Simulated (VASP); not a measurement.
**TiO2: vibrations by perturbation theory with PBEsol**

Crystal: TiO2.

```
Ti O
1.0
     0.00000    2.38867    2.38867
     2.38867    0.00000    2.38867
     2.38867    2.38867    0.00000
Ti O
1 2
Cartesian
  0.0000 0.0000 0.0000
  1.1943 1.1943 1.1943
  3.5830 3.5830 3.5830
```

```
Program                : VASP 6.6.1
Task                   : vibrations by perturbation theory
Functional             : PBEsol
Potentials or basis    : VASP PAW PBE potentials, release 64 (Ti_sv, O)
Cutoff                 : 520 eV
k mesh                 : 8 × 8 × 8
Occupations            : gaussian, width 0.01 eV
Spin                   : no spin polarisation
Dipole correction      : no
Further INCAR settings : ALGO = Normal; EDIFF = 1e-08; IBRION = 8; NSW = 1
```

```yaml
Electronic_dielectric_tensor_diagonal: 10.04
Born_charges_mean_of_the_diagonal: Ti +6.61; O -3.30 e
Highest_phonon_frequency_at_Γ_LO-TO_splitting_left_out: 580 cm⁻¹
```

Phonon frequencies in cm⁻¹ (negative: imaginary):
```csv
q point,frequencies
"(0.000, 0.000, 0.000)",-3 -3 -3 56 56 56 580 580 580
```

Electronic dielectric tensor:
```
10.04  0.00  0.00
 0.00 10.04  0.00
 0.00  0.00 10.04
```

Born effective charge tensors (e):
atom 1, Ti
```
6.61 0.00 0.00
0.00 6.61 0.00
0.00 0.00 6.61
```
atom 2, O
```
-3.30  0.00  0.00
 0.00 -3.30  0.00
 0.00  0.00 -3.30
```
atom 3, O
```
-3.30  0.00  0.00
 0.00 -3.30  0.00
 0.00  0.00 -3.30
```

Run time: 22 min on 1 thread of AMD EPYC 7R13, with other jobs on the host, peak memory 0.22 GiB.
